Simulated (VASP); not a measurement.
Write the native input for VASP 6.6.1 that does the following.

- Task: single point
- Functional: PBEsol
- Potentials or basis: VASP PAW PBE potentials, release 64 (Pd)
- Cutoff: 520 eV
- k mesh: 9 × 9 × 13
- Occupations: fermi-dirac, width 0.1 eV
- Spin: no spin polarisation
- Dipole correction: no
- Further INCAR settings: ALGO = Normal; EDIFF = 1e-06; NBANDS = 22

The structure of Pd lies in POSCAR:

```
Pd
1.0
    4.4839044932      0.0000000000      0.0000000000
   -2.2419522466      3.8831751993      0.0000000000
    0.0000000000      0.0000000000      2.6683945408
Pd
3
Direct
    0.0000000000      0.0000000000      0.0000000000
    0.3333333333      0.6666666667      0.5000000000
    0.6666666667      0.3333333333      0.5000000000
```

This isn't the form of Pd at room conditions, which is fcc.

The input as run:

INCAR

```
PREC     = Accurate       # precision mode
ENCUT    = 520            # plane-wave cutoff, eV
EDIFF    = 1E-6           # SCF threshold, eV
ISMEAR   = -1             # smearing method
SIGMA    = 0.1            # smearing width, eV
LREAL    = F              # projectors in reciprocal space
LASPH    = T              # aspherical terms in the spheres
NELM     = 80             # most SCF steps
ALGO     = Normal         # electronic algorithm
ISIF     = 2              # what is computed and relaxed
LWAVE    = F              # write WAVECAR
LCHARG   = F              # write CHGCAR
GGA      = PS             # functional
NBANDS   = 22             # bands
```

KPOINTS

```
Automatic mesh
0
Gamma
  9 9 13
```

Potentials or basis: VASP PAW PBE potentials, release 64 (Pd).

Command:

```sh
$ cat potpaw_PBE.64/Pd/POTCAR > POTCAR
$ mpirun -np 1 vasp_std > vasp.out
```

Results of the run:

```json
{"Pressure": "-7.0 GPa", "Band gap on the k mesh": "zero (bands 15 and 16 overlap by 0.84 eV)"}
```

Caveat: the cell stands under tension; the PAW data sets were made with another functional, which shifts forces and pressure a little.

Wall time 24 s on 1 thread of Intel(R) Xeon(R) 6975P-C (Granite Rapids), with other jobs on the host, peak memory 0.2 GiB.
